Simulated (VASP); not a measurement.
# CsO (Immm) in VASP: single point with LDA

Aim: the single point of CsO with LDA.

All numbers are computed with VASP 6.6.1; they aren't measurements. Logs are shortened: lines on timing, memory, paths and dates and some standing lists are left out, and cuts for length are marked.

### Step 1. The cell of the first run

Symmetry: Immm, No. 71, orthorhombic system. Conventional cell: a = 4.322 Å, b = 6.430 Å, c = 7.517 Å, α = 90.00°, β = 90.00°, γ = 90.00°. Cs (site symmetry mm2) has 6 O at 2.97 to 3.08 Å and 6 Cs at 3.76 to 3.87 Å within 3.9 Å. Within 2.1 Å of O (site symmetry m2m) lie 1 O at 1.54 Å.

### Step 2. Single point, LDA

Contents of INCAR:

```
ALGO = Normal ; EDIFF = 1E-7
ENCUT = 520 ; GGA = CA
ISIF = 2 ; ISMEAR = 0
LASPH = True ; LCHARG = False
LREAL = False ; LWAVE = False
NBANDS = 23 ; NELM = 60
PREC = Accurate ; SIGMA = 0.05
```

Contents of KPOINTS:

```
k-points
0
Gamma
  8 8 8
```

Contents of POSCAR:

```
CsO
1.0
   -2.1610000000      3.2150000000      3.7585000000
    2.1610000000     -3.2150000000      3.7585000000
    2.1610000000      3.2150000000     -3.7585000000
Cs O
2 2
Direct
    0.2500000000      0.2500000000      0.0000000000
    0.7500000000      0.7500000000      0.0000000000
    0.6200000000      0.0000000000      0.6200000000
    0.3800000000      0.0000000000      0.3800000000
```

Potentials or basis: VASP PAW LDA potentials, release 64 (Cs_sv, O).

Command:

```bash
$ cat potpaw_LDA.64/Cs_sv/POTCAR potpaw_LDA.64/O/POTCAR > POTCAR
$ mpirun -np 1 vasp_std > vasp.out
```

OUTCAR:

```text
EDIFF = 1E-7
   ENCUT = 520
   GGA = CA
   ISIF = 2
   ISMEAR = 0
   LASPH = True
   LREAL = False
   NELM = 60
   PREC = Accurate

 ion  position               nearest neighbor table
   1  0.250  0.250  0.000-
   2  0.750  0.750  0.000-
   3  0.620  0.000  0.620-   4 1.54
   4  0.380  0.000  0.380-   3 1.54

  LATTYP: Found a body centered orthorhombic cell.
 ALAT       =     4.3220000000
 B/A-ratio  =     1.4877371587
 C/A-ratio  =     1.7392410921

  Lattice vectors:

 A1 = (  -2.1610000000,   3.2150000000,   3.7585000000)
 A2 = (   2.1610000000,  -3.2150000000,   3.7585000000)
 A3 = (   2.1610000000,   3.2150000000,  -3.7585000000)

Analysis of symmetry for initial positions (statically):
=====================================================================
 Subroutine PRICEL returns:
 Original cell was already a primitive cell.

 Routine SETGRP: Setting up the symmetry group for a
 body centered orthorhombic supercell.

 Subroutine GETGRP returns: Found  8 space group operations
 (whereof  8 operations were pure point group operations)
 out of a pool of  8 trial point group operations.

The static configuration has the point symmetry D_2h.

Analysis of symmetry for dynamics (positions and initial velocities):
=====================================================================
 Subroutine PRICEL returns:
 Original cell was already a primitive cell.

 Routine SETGRP: Setting up the symmetry group for a
 body centered orthorhombic supercell.

 Subroutine GETGRP returns: Found  8 space group operations
 (whereof  8 operations were pure point group operations)
 out of a pool of  8 trial point group operations.

The dynamic configuration has the point symmetry D_2h.

 Subroutine INISYM returns: Found  8 space group operations
 (whereof  8 operations are pure point group operations),
 and found     1 'primitive' translations

----------------------------------------------------------------------------------------

                                     Primitive cell

  volume of cell :     104.4504

  direct lattice vectors                    reciprocal lattice vectors
    -2.161000000  3.215000000  3.758500000     0.000000000  0.155520995  0.133031795
     2.161000000 -3.215000000  3.758500000     0.231374364  0.000000000  0.133031795
     2.161000000  3.215000000 -3.758500000     0.231374364  0.155520995  0.000000000

  length of vectors
     5.397450162  5.397450162  5.397450162     0.204656391  0.266892403  0.278784641
[... 79 lines left out ...]
   ISPIN  =      1    spin polarized calculation?
   LNONCOLLINEAR =      F non collinear calculations
   LSORBIT =      F    spin-orbit coupling
   LASPH  =      T    aspherical Exc in radial PAW
   ENCUT  =  520.0 eV  38.22 Ry    6.18 a.u.  10.04 10.04 10.04*2*pi/ulx,y,z
   NELM   =     60;   NELMIN=  2; NELMDL= -5     # of ELM steps
   EDIFF  = 0.1E-06   stopping-criterion for ELM
   LREAL  =      F    real-space projection
   EDIFFG = 0.1E-05   stopping-criterion for IOM
   NSW    =      0    number of steps for IOM
   IBRION =     -1    ionic relax: 0-MD 1-quasi-New 2-CG
   NFREE  =      0    steps in history (QN), initial steepest desc. (CG)
   ISIF   =      2    stress and relaxation
   ISYM   =      2    0-nonsym 1-usesym 2-fastsym
   POTIM  = 0.5000    time-step for ionic-motion
   TEBEG  =    0.0;   TEEND  =   0.0 temperature during run
   PSTRESS=    0.0 pullay stress
   NELECT =      30.0000    total number of electrons
   NUPDOWN=      -1.0000    fix difference up-down
   EMIN   =  10.00;   EMAX   =-10.00  energy-range for DOS
   EFERMI =   0.00;   METHOD = LEGACY
   ISMEAR =     0;   SIGMA  =   0.05  broadening in eV -4-tet -1-fermi 0-gaus
   EFERMI_NEDOS =   21; number of points for ismear=-14 and -15
   IALGO  =     38    algorithm
   IMIX   =      4    mixing-type and parameters
     AMIX     =   0.40;   BMIX     =  1.00
     AMIX_MAG =   1.60;   BMIX_MAG =  1.00
  volume/ion in A,a.u.               =      26.11       176.22
  Fermi-wavevector in a.u.,A,eV,Ry     =   1.080136  2.041161 15.873836  1.166694
  Thomas-Fermi vector in A             =   2.216119
   LORBIT       =      0    0 simple, 1 ext, 2 COOP (PROOUT), +10 PAW based schemes
   GGA     = CA    functional components
   LHFCALC =     F    Hartree Fock is set to
   AEXX    =    0.0000 exact exchange contribution
   IVDW    =     0    specifies the selected vdW correction
   LEPSILON=     F    determine dielectric tensor
   LRPA    =     F    only Hartree local field effects (RPA)
 non-spin polarized calculation
 Gauss-broadening in eV      SIGMA  =   0.05
  energy-cutoff  :      520.00
  volume of cell :      104.45
 maximum number of plane-waves:      2831
   NGX = 21   NGY = 21   NGZ = 21

 number of electron      30.0000004 magnetization

 Free energy of the ion-electron system (eV)
  ---------------------------------------------------
  ext. energy  EPLUGINS =         0.00000000
  ---------------------------------------------------
  free energy    TOTEN  =       -17.86393204 eV

  energy without entropy =      -17.86393204  energy(sigma->0) =      -17.86393204

 E-fermi :   2.3188     XC(G=0):  -8.9168

 val. band max:        2.1181664733   @ k =   0.0000   0.0000   0.0000
 cond. band min:       3.6943993203   @ k =   0.1250  -0.1250   0.1250
 fundamental gap:      1.5762328470
 Fermi energy:         2.3188192870

 k-point     1 :       0.0000    0.0000    0.0000
  band No.  band energies     occupation
      1     -19.8620      2.00000
      2     -19.2389      2.00000
      3     -17.3661      2.00000
      4     -12.0481      2.00000
      5      -7.1399      2.00000
      6      -6.9573      2.00000
[... 613 lines left out ...]
     22       8.9878      0.00000
     23       9.2613      0.00000

 [... further k-points ...]
[... 5 lines left out ...]
  --------------------------------------------------------------------------------------
  -------------------------------------------------------------------------------------
  Total       -1.6849146     -3.1547706     -1.9198827     -0.0000000      0.0000000      0.0000000
  in kB      -25.8450978    -48.3913875    -29.4493000     -0.0000000      0.0000000      0.0000000
  external PRESSURE =     -34.5619284 kB  Pullay stress =       0.0000000 kB

 VOLUME and BASIS-vectors are now :
 -----------------------------------------------------------------------------
  energy-cutoff  :      520.00
  volume of cell :      104.45
      direct lattice vectors                 reciprocal lattice vectors
    -2.161000000  3.215000000  3.758500000     0.000000000  0.155520995  0.133031795
     2.161000000 -3.215000000  3.758500000     0.231374364  0.000000000  0.133031795
     2.161000000  3.215000000 -3.758500000     0.231374364  0.155520995  0.000000000

 POSITION                                       TOTAL-FORCE (eV/Angst)
 -----------------------------------------------------------------------------------
      0.00000      0.00000      1.87925         0.000000     -0.000000      0.232022
      0.00000      0.00000      5.63775        -0.000000      0.000000     -0.232022
      0.00000      3.98660      0.00000         0.000000     -1.117791      0.000000
      0.00000      2.44340      0.00000        -0.000000      1.117791      0.000000
 -----------------------------------------------------------------------------------
    total drift:                               -0.000000     -0.000000      0.000000

  FREE ENERGIE OF THE ION-ELECTRON SYSTEM (eV)
  ---------------------------------------------------
  free  energy   TOTEN  =       -17.8639320391 eV

  energy  without entropy=      -17.8639320391  energy(sigma->0) =      -17.86393204
```

OSZICAR:

```text
N       E                     dE             d eps       ncg     rms          rms(c)
DAV:   1     0.193241804736E+03    0.19324E+03   -0.13664E+04  4370   0.114E+03
DAV:   2    -0.678435732564E+01   -0.20003E+03   -0.18987E+03  6093   0.225E+02
DAV:   3    -0.212858240143E+02   -0.14501E+02   -0.14435E+02  5948   0.669E+01
DAV:   4    -0.214041346683E+02   -0.11831E+00   -0.11829E+00  5209   0.675E+00
DAV:   5    -0.214051488975E+02   -0.10142E-02   -0.10142E-02  6054   0.565E-01    0.981E+00
DAV:   6    -0.181565625013E+02    0.32486E+01   -0.75535E+00  5329   0.221E+01    0.365E+00
DAV:   7    -0.179895357919E+02    0.16703E+00   -0.15097E+00  5334   0.629E+00    0.237E+00
DAV:   8    -0.178948891242E+02    0.94647E-01   -0.52322E-01  4734   0.415E+00    0.114E+00
DAV:   9    -0.178691706762E+02    0.25718E-01   -0.25882E-01  5354   0.264E+00    0.596E-01
DAV:  10    -0.178663153745E+02    0.28553E-02   -0.75342E-02  5175   0.140E+00    0.323E-01
DAV:  11    -0.178638586379E+02    0.24567E-02   -0.10185E-02  5183   0.555E-01    0.477E-02
DAV:  12    -0.178639559689E+02   -0.97331E-04   -0.13166E-03  5143   0.177E-01    0.378E-02
DAV:  13    -0.178639399321E+02    0.16037E-04   -0.32527E-04  5322   0.898E-02    0.211E-02
DAV:  14    -0.178639322309E+02    0.77011E-05   -0.67149E-05  5301   0.427E-02    0.490E-03
DAV:  15    -0.178639320273E+02    0.20364E-06   -0.37102E-06  5113   0.111E-02    0.562E-04
DAV:  16    -0.178639320391E+02   -0.11753E-07   -0.10850E-07  4815   0.197E-03
   1 F= -.17863932E+02 E0= -.17863932E+02  d E =-.558446E-11
```

It took 3.6 min on 1 thread of AMD EPYC 7R43 (Zen 3), shared host; peak memory 0.29 GiB.

Results:

```yaml
Free_energy: -17.8639 eV
Pressure: -3.5 GPa
Largest_force: 1.118 eV/Å
Band_gap_on_the_k_mesh: 1.58 eV, indirect (least direct gap 1.72 eV)
```

Forces on the atoms (eV/Å):
```
Cs   0.000  0.000  0.232
Cs   0.000  0.000 -0.232
O    0.000 -1.118  0.000
O    0.000  1.118  0.000
```

Levels at points of the mesh, in eV from the valence-band top:
```tsv
k point	band 13	band 14	band 15	band 16	band 17	band 18
(0.00, 0.00, 0.00)	-3.58	-0.72	0.00	1.76	1.94	2.92
(0.50, 0.00, 0.00)	-3.43	-0.52	-0.47	2.39	3.49	3.75
(0.00, 0.50, 0.00)	-3.12	-0.79	-0.39	2.82	2.98	4.92
(0.50, 0.50, 0.00)	-3.17	-0.82	-0.72	2.61	2.96	3.21
(0.50, 0.50, 0.50)	-3.29	-0.63	-0.43	1.99	3.13	3.72
```

Caveat: spin-orbit coupling is left out, which moves the levels of the heavy elements; forces of over 1 eV/Å act on the atoms, so gaps and moduli don't describe the material at rest. A k mesh can miss the band edges.
